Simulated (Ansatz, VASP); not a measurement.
## MgSnSb2 in VASP and in Ansatz

File INCAR:

```
PREC = Accurate ; ENCUT = 520
EDIFF = 1E-6 ; ISMEAR = -1
SIGMA = 0.02 ; LREAL = F
LASPH = T ; NELM = 60
ALGO = Normal ; ISIF = 2
LWAVE = F ; LCHARG = F
GGA = PE ; NBANDS = 21
```

KPOINTS

```
regular mesh
0
Gamma
  4 4 4
```

Contents of POSCAR:

```
MgSnSb2
1.0
    4.7518220785      0.0000000000      0.0000000000
    0.0000000000      4.7518220785      0.0000000000
    0.0000000000      0.0000000000      6.7141150129
Mg Sb Sn
1 2 1
Direct
    0.0000000000      0.0000000000      0.0000000000
    0.0000000000      0.5000000000      0.2409840633
    0.5000000000      0.0000000000      0.7590159367
    0.5000000000      0.5000000000      0.5000000000
```

Input for Ansatz:

```yaml
crystal:
  lattice:
    - [4.7518220785, 0.0, 0.0]
    - [0.0, 4.7518220785, 0.0]
    - [0.0, 0.0, 6.7141150129]
  atoms:
    - { symbol: Mg, position: [0.0, 0.0, 0.0] }
    - { symbol: Sb, position: [0.0, 0.5, 0.2409840633] }
    - { symbol: Sn, position: [0.5, 0.5, 0.5] }
    - { symbol: Sb, position: [0.5, 0.0, 0.7590159367] }
kpoints:
  mp_grid: { grid: [4, 4, 4] }
hamiltonian:
  xc: pbe
scf:
  occupations: { method: fermi_dirac, width: 0.02 }
  n_extra_bands: 5
output:
  forces: true
  stress: true
  eigenvalues: true
```

Alike in both runs: task single point; functional PBE; k mesh 4 × 4 × 4; occupations fermi-dirac, width 0.02 eV; no spin polarisation.

```csv
,VASP,Ansatz
version,VASP 6.6.1,Ansatz 0.2.0
potentials or method,"VASP PAW PBE potentials, release 64 (Mg, Sb, Sn_d)","plane waves, PAW"
plane-wave cutoff (eV),520,420
valence electrons in the cell,26,54
```

Ansatz gave:

* pressure (GPa): -1.7
* rms of the force components (eV/Å): 0.034

Task: Which values does VASP return?

Result: Pressure (GPa): -1.7; rms of the force components (eV/Å): 0.030.

VASP's potentials hold 26 valence electrons a cell and Ansatz's 54, so a difference there can come from the potentials and not from the codes.

Spin-orbit coupling is off throughout.
